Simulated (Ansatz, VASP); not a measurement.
Two plane-wave programs on MgBiF4

File INCAR:

```
SYSTEM = MgBiF4
PREC = Accurate
ENCUT = 520
EDIFF = 1E-6
ISMEAR = -1
SIGMA = 0.1
LREAL = .False.
LASPH = .True.
NELM = 80
ALGO = Normal
ISIF = 2
LWAVE = .False.
LCHARG = .False.
GGA = PE
NBANDS = 32
```

The input KPOINTS:

```
regular mesh
0
Gamma
  5 5 3
  0 0 0
```

File POSCAR:

```
MgBiF4
1.0
    3.6685540000      0.0000000000      0.0000000000
    0.0000000000      3.6685540000      0.0000000000
    0.0000000000      0.0000000000      6.4585220000
Bi Mg F
1 1 4
Direct
    0.0000000000      0.0000000000      0.0000000000
    0.5000000000      0.5000000000      0.5000000000
    0.5000000000      0.0000000000      0.5000000000
    0.0000000000      0.5000000000      0.5000000000
    0.5000000000      0.5000000000      0.2100000000
    0.5000000000      0.5000000000      0.7900000000
```

Input for Ansatz:

```yaml
crystal:
  lattice:
    - [3.668554, 0.0, 0.0]
    - [0.0, 3.668554, 0.0]
    - [0.0, 0.0, 6.458522]
  atoms:
    - { symbol: Bi, position: [0.0, 0.0, 0.0] }
    - { symbol: Mg, position: [0.5, 0.5, 0.5] }
    - { symbol: F, position: [0.5, 0.0, 0.5] }
    - { symbol: F, position: [0.0, 0.5, 0.5] }
    - { symbol: F, position: [0.5, 0.5, 0.21] }
    - { symbol: F, position: [0.5, 0.5, 0.79] }
  symmetry: { tolerance: 0.0003 }
kpoints:
  mp_grid: { grid: [5, 5, 3], shift: [0, 0, 0] }
magnetization:
  spin_polarized: false
scf:
  occupations: { method: fermi_dirac }
  initial_density: { chi_scale: 0.3 }
hamiltonian:
  pseudopotentials: { kind: paw }
  xc: pbe
basis:
  ecutwfc: "600 eV"
  ecutrho_ratio: 8
output:
  forces: true
  stress: true
  eigenvalues: true
```

Alike in both runs: task single point; functional PBE; k mesh 5 × 5 × 3; no spin polarisation.

|  | VASP | Ansatz |
| --- | --- | --- |
| version | VASP 6.6.1 | Ansatz 0.2.0 |
| potentials or method | VASP PAW PBE potentials, release 64 (Bi_d, Mg, F), cutoff 520 eV | PAW plane waves |
| occupations | fermi-dirac, width 0.1 eV | fermi-dirac |
| valence electrons in the cell | 45 | 53 |

|  | VASP | Ansatz | Ansatz less VASP |
| --- | --- | --- | --- |
| gap on the k mesh at the Fermi level (eV) | none | none | - |
| pressure (GPa) | 4.9 | 5.3 | +0.35 |
| traceless stress, the component that is largest in VASP (GPa) | 1.22 | 1.21 | -0.009 |
| rms of the force components (eV/Å) | 0.913 | 0.917 | +0.0038 |

Atom by atom the forces differ by 0.004 eV/Å (rms over components). A gap of «none» marks a metal or a gap that the smearing closes. VASP's potentials hold 45 valence electrons a cell and Ansatz's 53, so a difference there can come from the potentials and not from the codes.

Neither program's run includes spin-orbit coupling.
